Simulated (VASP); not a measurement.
Runs of VASP 6.6.1 on Ta. The structure is that of space group Im-3m (No. 229), or close to it. The cells are those of the table. 

| cell | gap on the mesh (eV) | pressure (GPa) |
| --- | --- | --- |
| a = 2.870 Å, angles 110.3, 107.9, 110.3°, 1 atom | none | -5.4 |
| a = 2.851 Å, angles 109.7, 108.9, 109.7°, 1 atom | none | (a) |
| a = 2.804 Å, angles 108.4, 111.7, 108.4°, 1 atom | none | 9.8 |
| a = 2.822 Å, angles 108.9, 110.6, 108.9°, 1 atom | none | 4.9 |

Alike in all rows: task single point; level PBEsol; potentials or basis VASP PAW PBE potentials, release 64 (Ta_pv); no spin polarisation; k mesh 26 × 26 × 26; cutoff (eV) 520; smearing gaussian 0.15 eV.

Q: Fill in the values left out.

A: (a) -1.6.

Caveats: the PAW data sets were made with another functional, which shifts forces and pressure a little; spin-orbit coupling is left out, which moves the levels of the heavy elements; the cell stands under tension (at least some runs); the stress differs along the axes, from 8 to 13 GPa (at least some runs); the cell stands under pressure (at least some runs).

A k mesh can miss the band edges, and the runs leave out spin-orbit coupling on Ta.

A gap of «none» marks levels without a gap at the run's occupations.
